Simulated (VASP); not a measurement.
Set up this calculation in VASP 6.6.1, as the native input.

```yaml
Task: single point
Functional: PBEsol
Dispersion: D3(BJ)
Potentials_or_basis: VASP PAW PBE potentials, release 64 (Al)
Cutoff: 520 eV
k_mesh: 22 × 22 × 22
Occupations: gaussian, width 0.15 eV
Spin: no spin polarisation
Dipole_correction: no
Further_INCAR_settings: ALGO = Fast; EDIFF = 1e-06; NBANDS = 8
```

The structure of Al lies in POSCAR:

```
Al
1.0
    0.0000000000      1.7681093890      2.6521640835
    1.7681093890      0.0000000000      2.6521640835
    1.7681093890      1.7681093890      0.0000000000
Al
1
Direct
    0.0000000000      0.0000000000      0.0000000000
```

This cell differs from its parent crystal: ratio of the length along z to the lengths across it x 1.5, volume and fractional coordinates fixed.

These files were run (other wordings do the same):

INCAR

```
  PREC = Accurate
  ENCUT = 520
  EDIFF = 1E-6
  ISMEAR = 0
  SIGMA = 0.15
  LREAL = False
  LASPH = True
  NELM = 100
  ALGO = Fast
  ISIF = 2
  LWAVE = False
  LCHARG = True
  GGA = PS
  IVDW = 12
  LELF = True
  LVHAR = True
  NBANDS = 8
```

KPOINTS

```
regular mesh
0
Gamma
  22 22 22
```

Potentials or basis: VASP PAW PBE potentials, release 64 (Al).

The run is started by

```sh
$ cat potpaw_PBE.64/Al/POTCAR > POTCAR
$ mpirun -np 1 vasp_std > vasp.out
```

It gave:

```
Pressure                   : 7.8 GPa
Band gap on the k mesh     : zero (an odd number of electrons rules out a gap without spin polarisation)
Dispersion energy per atom : -0.315 eV
```

Caveat: the cell stands under pressure; the PAW data sets were made with another functional, which shifts forces and pressure a little.

Wall time 90 s on 1 thread of Intel Xeon 8259CL, with other jobs on the host, peak memory 0.22 GiB.
